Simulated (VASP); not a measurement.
# NaH (Fm-3m) in VASP: further runs

The runs below take NaH through single point, with HSE06, PBE0.

Program: VASP 6.6.1. These are calculated values, not measurements. Logs are shortened: lines on timing, memory, paths and dates and some standing lists are left out, and cuts for length are marked.

## 1. The cell of the first run

The structure is cubic, space group Fm-3m (No. 225). Conventional cell: a = 4.795 Å, b = 4.795 Å, c = 4.795 Å, α = 90.00°, β = 90.00°, γ = 90.00°. Na (site symmetry m-3m) has 6 H at 2.40 Å within 3.2 Å. Within 3.2 Å of H (site symmetry m-3m) lie 6 Na at 2.40 Å.

## 2. Single point, HSE06

Input file POSCAR:

```
NaH
1.0
    0.0000000000      2.3975122889      2.3975122889
    2.3975122889      0.0000000000      2.3975122889
    2.3975122889      2.3975122889      0.0000000000
Na H
1 1
Direct
    0.0000000000      0.0000000000      0.0000000000
    0.5000000000      0.5000000000      0.5000000000
```

Input file INCAR.step1:

```
ALGO     = Normal         # electronic algorithm
EDIFF    = 1E-5           # SCF threshold, eV
ENCUT    = 520            # plane-wave cutoff, eV
GGA      = PE             # functional
ISIF     = 2              # what is computed and relaxed
ISMEAR   = 0              # smearing method
LASPH    = True           # aspherical terms in the spheres
LCHARG   = False          # write CHGCAR
LREAL    = False          # projectors in reciprocal space
LWAVE    = True           # write WAVECAR
NBANDS   = 11             # bands
NELM     = 60             # most SCF steps
PREC     = Accurate       # precision mode
SIGMA    = 0.01           # smearing width, eV
```

Input file INCAR.step2:

```
ALGO     = Normal         # electronic algorithm
EDIFF    = 1E-6           # SCF threshold, eV
ENCUT    = 520            # plane-wave cutoff, eV
GGA      = PE             # functional
HFSCREEN = 0.2079         # screening, 1/A
ISIF     = 2              # what is computed and relaxed
ISMEAR   = 0              # smearing method
ISTART   = 1            
LASPH    = True           # aspherical terms in the spheres
LCHARG   = False          # write CHGCAR
LHFCALC  = True           # exact exchange
LREAL    = False          # projectors in reciprocal space
LWAVE    = False          # write WAVECAR
NBANDS   = 11             # bands
NELM     = 60             # most SCF steps
PREC     = Accurate       # precision mode
PRECFOCK = Normal       
SIGMA    = 0.01           # smearing width, eV
```

Input file KPOINTS:

```
k-points
0
Gamma
  6 6 6
```

Potentials or basis: VASP PAW PBE potentials, release 64 (Na_pv, H).

Started as:

```bash
$ cat potpaw_PBE.64/Na_pv/POTCAR potpaw_PBE.64/H/POTCAR > POTCAR
$ cp INCAR.step1 INCAR
$ mpirun -np 1 vasp_std > vasp.out
$ cp INCAR.step2 INCAR
$ mpirun -np 1 vasp_std > vasp.out
```

OUTCAR:

```text
EDIFF = 1E-6
   ENCUT = 520
   GGA = PE
   HFSCREEN = 0.2079
   ISIF = 2
   ISMEAR = 0
   ISTART = 1
   LASPH = True
   LHFCALC = True
   LREAL = False
   NELM = 60
   PREC = Accurate
   PRECFOCK = Normal

 ion  position               nearest neighbor table
   1  0.000  0.000  0.000-
   2  0.500  0.500  0.500-

  LATTYP: Found a face centered cubic cell.
 ALAT       =     4.7950245778

  Lattice vectors:

 A1 = (   0.0000000000,   2.3975122889,   2.3975122889)
 A2 = (   2.3975122889,   0.0000000000,   2.3975122889)
 A3 = (   2.3975122889,   2.3975122889,   0.0000000000)

Analysis of symmetry for initial positions (statically):
=====================================================================
 Subroutine PRICEL returns:
 Original cell was already a primitive cell.

 Routine SETGRP: Setting up the symmetry group for a
 face centered cubic supercell.

 Subroutine GETGRP returns: Found 48 space group operations
 (whereof 48 operations were pure point group operations)
 out of a pool of 48 trial point group operations.

The static configuration has the point symmetry O_h .

Analysis of symmetry for dynamics (positions and initial velocities):
=====================================================================
 Subroutine PRICEL returns:
 Original cell was already a primitive cell.

 Routine SETGRP: Setting up the symmetry group for a
 face centered cubic supercell.

 Subroutine GETGRP returns: Found 48 space group operations
 (whereof 48 operations were pure point group operations)
 out of a pool of 48 trial point group operations.

The dynamic configuration has the point symmetry O_h .

 Subroutine INISYM returns: Found 48 space group operations
 (whereof 48 operations are pure point group operations),
 and found     1 'primitive' translations

----------------------------------------------------------------------------------------

                                     Primitive cell

  volume of cell :      27.5621

  direct lattice vectors                    reciprocal lattice vectors
     0.000000000  2.397512289  2.397512289    -0.208549505  0.208549505  0.208549505
     2.397512289  0.000000000  2.397512289     0.208549505 -0.208549505  0.208549505
     2.397512289  2.397512289  0.000000000     0.208549505  0.208549505 -0.208549505

  length of vectors
     3.390594395  3.390594395  3.390594395     0.361218338  0.361218338  0.361218338

  position of ions in fractional coordinates (direct lattice)
     0.000000000  0.000000000  0.000000000
     0.500000000  0.500000000  0.500000000

  ion indices of the primitive-cell ions
   primitive index   ion index
                 1           1
                 2           2

----------------------------------------------------------------------------------------

 KPOINTS: k-points

Automatic generation of k-mesh.
 Grid dimensions read from file:
 generate k-points for:    6    6    6

 Generating k-lattice:

  Cartesian coordinates                     Fractional coordinates (reciprocal lattice)
    -0.034758251  0.034758251  0.034758251     0.166666667  0.000000000  0.000000000
     0.034758251 -0.034758251  0.034758251     0.000000000  0.166666667  0.000000000
     0.034758251  0.034758251 -0.034758251     0.000000000  0.000000000  0.166666667

  Length of vectors
     0.060203056  0.060203056  0.060203056

  Shift w.r.t. Gamma in fractional coordinates (k-lattice)
     0.000000000  0.000000000  0.000000000

 Subroutine IBZKPT returns following result:
 ===========================================

 Found     16 irreducible k-points:

 Following reciprocal coordinates:
            Coordinates               Weight
  0.000000  0.000000  0.000000      1.000000
  0.166667  0.000000  0.000000      8.000000
  0.333333  0.000000  0.000000      8.000000
  0.500000  0.000000  0.000000      4.000000
  0.166667  0.166667  0.000000      6.000000
  0.333333  0.166667  0.000000     24.000000
[... 8 lines left out ...]
 -0.333333  0.333333  0.166667     24.000000
 -0.333333  0.500000  0.166667     12.000000
   k-points           NKPTS =     16   k-points in BZ     NKDIM =    216   number of bands    NBANDS=     11
   number of dos      NEDOS =    301   number of ions     NIONS =      2
   total plane-waves  NPLWV =  21952
   dimension x,y,z NGX =    28 NGY =   28 NGZ =   28
   dimension x,y,z NGXF=    56 NGYF=   56 NGZF=   56
   ions per type =               1   1
   NGX,Y,Z   is equivalent  to a cutoff of  13.73, 13.73, 13.73 a.u.
   NGXF,Y,Z  is equivalent  to a cutoff of  27.46, 27.46, 27.46 a.u.
 SYSTEM =  unknown system
   PREC   = accura    normal or accurate (medium, high low for compatibility)
   ISTART =      1    job   : 0-new  1-cont  2-samecut
   ICHARG =      0    charge: 1-file 2-atom 10-const
   ISPIN  =      1    spin polarized calculation?
   LNONCOLLINEAR =      F non collinear calculations
   LSORBIT =      F    spin-orbit coupling
   LASPH  =      T    aspherical Exc in radial PAW
   ENCUT  =  520.0 eV  38.22 Ry    6.18 a.u.   6.30  6.30  6.30*2*pi/ulx,y,z
   NELM   =     60;   NELMIN=  2; NELMDL=  0     # of ELM steps
   EDIFF  = 0.1E-05   stopping-criterion for ELM
   LREAL  =      F    real-space projection
   EDIFFG = 0.1E-04   stopping-criterion for IOM
   NSW    =      0    number of steps for IOM
   IBRION =     -1    ionic relax: 0-MD 1-quasi-New 2-CG
   NFREE  =      0    steps in history (QN), initial steepest desc. (CG)
   ISIF   =      2    stress and relaxation
   ISYM   =      3    0-nonsym 1-usesym 2-fastsym
   POTIM  = 0.5000    time-step for ionic-motion
   TEBEG  =    0.0;   TEEND  =   0.0 temperature during run
   PSTRESS=    0.0 pullay stress
   NELECT =       8.0000    total number of electrons
   NUPDOWN=      -1.0000    fix difference up-down
   EMIN   =  10.00;   EMAX   =-10.00  energy-range for DOS
   EFERMI =   0.00;   METHOD = LEGACY
   ISMEAR =     0;   SIGMA  =   0.01  broadening in eV -4-tet -1-fermi 0-gaus
   EFERMI_NEDOS =   21; number of points for ismear=-14 and -15
   IALGO  =     38    algorithm
   IMIX   =      1    mixing-type and parameters
     AMIX     =   0.40;   BMIX     =  1.00
     AMIX_MAG =   1.60;   BMIX_MAG =  1.00
  volume/ion in A,a.u.               =      13.78        93.00
  Fermi-wavevector in a.u.,A,eV,Ry     =   1.083929  2.048328 15.985500  1.174901
  Thomas-Fermi vector in A             =   2.220006
   LORBIT       =      0    0 simple, 1 ext, 2 COOP (PROOUT), +10 PAW based schemes
   GGA     = PE    functional components
   LHFCALC =     T    Hartree Fock is set to
   PRECFOCK=normal    Normal, Fast or Accurate (Low or Medium for compatibility)
   ENCUT4O =  -1.0   cutoff for four orbital integrals eV
   NKREDX  =     1    reduce k-point grid by
   NKREDY  =     1    reduce k-point grid by
   NKREDZ  =     1    reduce k-point grid by
   AEXX    =    0.2500 exact exchange contribution
   HFSCREEN=    0.2079 screening length (either q_TF or 0.3 A-1)
   HFSCREENC=   0.2079 screening length for correlation (either q_TF or 0.3 A-1)
   ENCUTFOCK=  -1.0 apply spherical cutoff to Coloumb kernel
   IVDW    =     0    specifies the selected vdW correction
   LEPSILON=     F    determine dielectric tensor
   LRPA    =     F    only Hartree local field effects (RPA)
 non-spin polarized calculation
 Gauss-broadening in eV      SIGMA  =   0.01
  energy-cutoff  :      520.00
  volume of cell :       27.56
 maximum number of plane-waves:       754
 NGX is ok and might be reduce to    28
  NGX = 20; NGY = 20; NGZ = 20

 number of electron       7.9999992 magnetization

 Free energy of the ion-electron system (eV)
  ---------------------------------------------------
  ext. energy  EPLUGINS =         0.00000000
  ---------------------------------------------------
  free energy    TOTEN  =        -5.76275725 eV

  energy without entropy =       -5.76275725  energy(sigma->0) =       -5.76275725

 E-fermi :  -1.7815     XC(G=0):  -6.5790

 val. band max:       -1.8305582818   @ k =  -0.3333   0.5000   0.1667
 cond. band min:       3.0621897069   @ k =   0.5000   0.0000   0.0000
 fundamental gap:      4.8927479888
 Fermi energy:        -1.7814907479

 k-point     1 :       0.0000    0.0000    0.0000
  band No.  band energies     occupation
      1     -26.1342      2.00000
      2     -26.1342      2.00000
      3     -26.1342      2.00000
      4      -5.8063      2.00000
      5      10.4045      0.00000
      6      15.3943      0.00000
      7      15.3943      0.00000
      8      15.3943      0.00000
      9      16.4568      0.00000
     10      16.4568      0.00000
     11      16.4568      0.00000

 k-point     2 :       0.1667    0.0000    0.0000
  band No.  band energies     occupation
      1     -26.1586      2.00000
      2     -26.1370      2.00000
      3     -26.1370      2.00000
      4      -5.2707      2.00000
      5       8.6191      0.00000
      6      12.0954      0.00000
      7      14.3145      0.00000
      8      14.3145      0.00000
      9      17.6205      0.00000
     10      17.6205      0.00000
     11      17.9052      0.00000

 k-point     3 :       0.3333    0.0000    0.0000
  band No.  band energies     occupation
      1     -26.2066      2.00000
      2     -26.1425      2.00000
      3     -26.1425      2.00000
      4      -3.8551      2.00000
      5       5.0105      0.00000
      6      10.8494      0.00000
      7      13.4467      0.00000
      8      13.4467      0.00000
      9      16.8232      0.00000
     10      16.8232      0.00000
     11      19.0612      0.00000
[... 155 lines left out ...]
 k-point    15 :      -0.3333    0.3333    0.1667
  band No.  band energies     occupation
      1     -26.2052      2.00000
      2     -26.1798      2.00000
      3     -26.1585      2.00000
      4      -2.0706      2.00000
      5       4.4705      0.00000
      6       6.3279      0.00000
      7       9.5051      0.00000
      8      15.4396      0.00000
      9      16.5695      0.00000
     10      19.0883      0.00000
     11      21.0994      0.00000

 k-point    16 :      -0.3333    0.5000    0.1667
  band No.  band energies     occupation
      1     -26.2041      2.00000
      2     -26.1784      2.00000
      3     -26.1679      2.00000
      4      -1.8306      2.00000
      5       4.5918      0.00000
      6       6.5765      0.00000
      7       8.3682      0.00000
      8      14.7432      0.00000
      9      15.1014      0.00000
     10      20.9004      0.00000
     11      20.9938      0.00000

------------------------ aborting loop because EDIFF is reached ----------------------------------------

  FORCE on cell =-STRESS in cart. coord.  units (eV):
  Direction    XX          YY          ZZ          XY          YZ          ZX
  --------------------------------------------------------------------------------------
  -------------------------------------------------------------------------------------
  Total        0.0286135      0.0286135      0.0286135      0.0000000      0.0000000     -0.0000000
  in kB        1.6632927      1.6632927      1.6632927      0.0000000      0.0000000     -0.0000000
  external PRESSURE =       1.6632927 kB  Pullay stress =       0.0000000 kB

 VOLUME and BASIS-vectors are now :
 -----------------------------------------------------------------------------
  energy-cutoff  :      520.00
  volume of cell :       27.56
      direct lattice vectors                 reciprocal lattice vectors
     0.000000000  2.397512289  2.397512289    -0.208549505  0.208549505  0.208549505
     2.397512289  0.000000000  2.397512289     0.208549505 -0.208549505  0.208549505
     2.397512289  2.397512289  0.000000000     0.208549505  0.208549505 -0.208549505

 POSITION                                       TOTAL-FORCE (eV/Angst)
 -----------------------------------------------------------------------------------
      0.00000      0.00000      0.00000        -0.000000      0.000000     -0.000000
      2.39751      2.39751      2.39751         0.000000      0.000000      0.000000
 -----------------------------------------------------------------------------------
    total drift:                               -0.000003     -0.000005     -0.000005

  FREE ENERGIE OF THE ION-ELECTRON SYSTEM (eV)
  ---------------------------------------------------
  free  energy   TOTEN  =        -5.7627572527 eV

  energy  without entropy=       -5.7627572527  energy(sigma->0) =       -5.76275725
```

It took 2.7 min on 1 thread of Intel Xeon 6975P-C (Granite Rapids), shared host; peak memory 0.25 GiB.

Results:

| Quantity | Value |
| --- | --- |
| Free energy | -5.7628 eV |
| Pressure | 0.2 GPa |
| Band gap on the k mesh | 4.89 eV (least direct gap 5.81 eV) |

Caveat: the PAW data sets were made with another functional, which shifts forces and pressure a little. A k mesh can miss the band edges.

## 3. Single point, PBE0

POSCAR is that of step 2.

Input file INCAR.step1:

```
SYSTEM = NaH
PREC = Accurate ; ENCUT = 520
EDIFF = 1E-5 ; ISMEAR = 0
SIGMA = 0.01 ; LREAL = .FALSE.
LASPH = .TRUE. ; NELM = 80
ALGO = Normal ; ISIF = 2
LWAVE = .TRUE. ; LCHARG = .FALSE.
GGA = PE ; NBANDS = 11
```

Input file INCAR.step2:

```
SYSTEM = NaH
PREC = Accurate ; ENCUT = 520
EDIFF = 1E-6 ; ISMEAR = 0
SIGMA = 0.01 ; LREAL = .FALSE.
LASPH = .TRUE. ; NELM = 80
ALGO = Normal ; ISIF = 2
LWAVE = .FALSE. ; LCHARG = .FALSE.
GGA = PE ; LHFCALC = .TRUE.
AEXX = 0.25 ; PRECFOCK = Normal
ISTART = 1 ; NBANDS = 11
```

Input file KPOINTS:

```
Automatic mesh
0
G
  6 6 6
  0 0 0
```

Potentials or basis: VASP PAW PBE potentials, release 64 (Na_pv, H).

Started as:

```bash
$ cat potpaw_PBE.64/Na_pv/POTCAR potpaw_PBE.64/H/POTCAR > POTCAR
$ cp INCAR.step1 INCAR
$ mpirun -np 1 vasp_std > vasp.out
$ cp INCAR.step2 INCAR
$ mpirun -np 1 vasp_std > vasp.out
```

Run time: 2.5 min. Hardware: 1 thread of Intel Xeon 6975P-C (Granite Rapids), shared host; peak memory 0.15 GiB.

The run converged. Its results:

| Quantity | Value |
| --- | --- |
| Free energy | -6.1182 eV |
| Pressure | 0.2 GPa |
| Band gap on the k mesh | 5.63 eV (least direct gap 6.56 eV) |

Levels at points of the mesh, in eV from the valence-band top:
```
           k point  band 1  band 2  band 3  band 4  band 5  band 6  band 7  band 8
(0.00, 0.00, 0.00)  -24.33  -24.33  -24.33   -4.03   13.01   17.99   17.99   17.99
(0.50, 0.00, 0.00)  -24.42  -24.34  -24.34   -0.93    5.63   13.12   15.77   15.77
(0.50, 0.50, 0.00)  -24.41  -24.36  -24.36   -0.14    6.49   12.13   12.96   12.96
```

Caveat: the PAW data sets were made with another functional, which shifts forces and pressure a little. A k mesh can miss the band edges.
